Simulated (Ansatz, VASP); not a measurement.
## HfO2: VASP beside Ansatz

INCAR

```
SYSTEM = HfO2
PREC = Accurate
ENCUT = 520
EDIFF = 1E-6
ISMEAR = 0
SIGMA = 0.05
LREAL = .False.
LASPH = .True.
NELM = 60
ALGO = Normal
ISIF = 2
LWAVE = .False.
LCHARG = .False.
GGA = PE
NBANDS = 18
```

KPOINTS

```
regular mesh
0
Gamma
  8 8 8
  0 0 0
```

The input POSCAR:

```
HfO2
1.0
    0.0031968750      2.5575000000      2.5575000000
    2.5575000000      0.0031968750      2.5575000000
    2.5606968750      2.5606968750      0.0000000000
Hf O
1 2
Direct
    0.0000000000      0.0000000000      0.0000000000
    0.2500000000      0.2500000000      0.2500000000
    0.7500000000      0.7500000000      0.7500000000
```

Input for Ansatz:

```yaml
crystal:
  lattice:
    - [0.003196875, 2.5575, 2.5575]
    - [2.5575, 0.003196875, 2.5575]
    - [2.560696875, 2.560696875, 0.0]
  atoms:
    - { symbol: Hf, position: [0.0, 0.0, 0.0] }
    - { symbol: O, position: [0.25, 0.25, 0.25] }
    - { symbol: O, position: [0.75, 0.75, 0.75] }
basis:
  ecutwfc: 420
kpoints:
  mp_grid: { grid: [8, 8, 8] }
hamiltonian:
  xc: pbe
scf:
  occupations: { method: gaussian, width: 0.05 }
output:
  forces: true
  stress: true
  eigenvalues: true
```

Change from the starting cell: strain +0.0025 x Voigt [0, 0, 0, 0, 0, 1], atoms carried along.

Alike in both runs: task single point; functional PBE; k mesh 8 × 8 × 8; occupations gaussian, width 0.05 eV; no spin polarisation.

|  | VASP | Ansatz |
| --- | --- | --- |
| version | VASP 6.6.1 | Ansatz 0.2.0 |
| potentials or method | VASP PAW PBE potentials, release 64 (Hf_pv, O), cutoff 520 eV | scalar-relativistic, plane waves, PAW |
| valence electrons in the cell | 22 | 38 |

Ansatz gave:

```
gap on the k mesh at the Fermi level (eV)                     : 3.72
least direct gap on the mesh (eV)                             : 3.72
pressure (GPa)                                                : -2.5
traceless stress, the component that is largest in VASP (GPa) : -0.21
rms of the force components (eV/Å)                            : 0.007
```

Problem. What did VASP give for the same quantities?

Solution. gap on the k mesh at the Fermi level (eV): 3.73; least direct gap on the mesh (eV): 3.73; pressure (GPa): -6.0; traceless stress, the component that is largest in VASP (GPa): -0.20; rms of the force components (eV/Å): 0.007.

Atom by atom the forces differ by 0.001 eV/Å (rms over components). VASP's potentials hold 22 valence electrons a cell and Ansatz's 38, so a difference there can come from the potentials and not from the codes.

Neither program's run includes spin-orbit coupling.
